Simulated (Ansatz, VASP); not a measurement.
MgO: VASP beside Ansatz

```
Mg O
1.0
     0.00000    2.10748    2.10748
     2.10748    0.00000    2.10748
     2.10748    2.10748    0.00000
Mg O
1 1
Cartesian
  0.0000 0.0000 0.0000
  2.1075 2.1075 2.1075
```

Alike in both runs: functional PBEsol; k mesh 9 × 9 × 9; occupations fermi-dirac, width 0.02 eV; no spin polarisation.

Ansatz relaxed the structure, and its values are those at the end. VASP's run is a single point on that final structure, the one shown.

|  | VASP | Ansatz |
| --- | --- | --- |
| version | VASP 6.6.1 | Ansatz 0.2.0 |
| potentials or method | VASP PAW PBE potentials, release 64 (Mg, O) | plane-wave PAW, scalar-relativistic |
| plane-wave cutoff (eV) | 600 | 420 |
| valence electrons in the cell | 8 | 16 |

Ansatz gave:

- gap on the k mesh at the Fermi level (eV): 4.62
- pressure (GPa): 0.0

**Question.** Estimate VASP's values.

**Answer.** gap on the k mesh at the Fermi level (eV): 4.62; pressure (GPa): -0.8.

VASP's potentials were made for PBE, not for PBEsol, and Ansatz warns of the same on its side. VASP's potentials hold 8 valence electrons a cell and Ansatz's 16, so a difference there can come from the potentials and not from the codes.
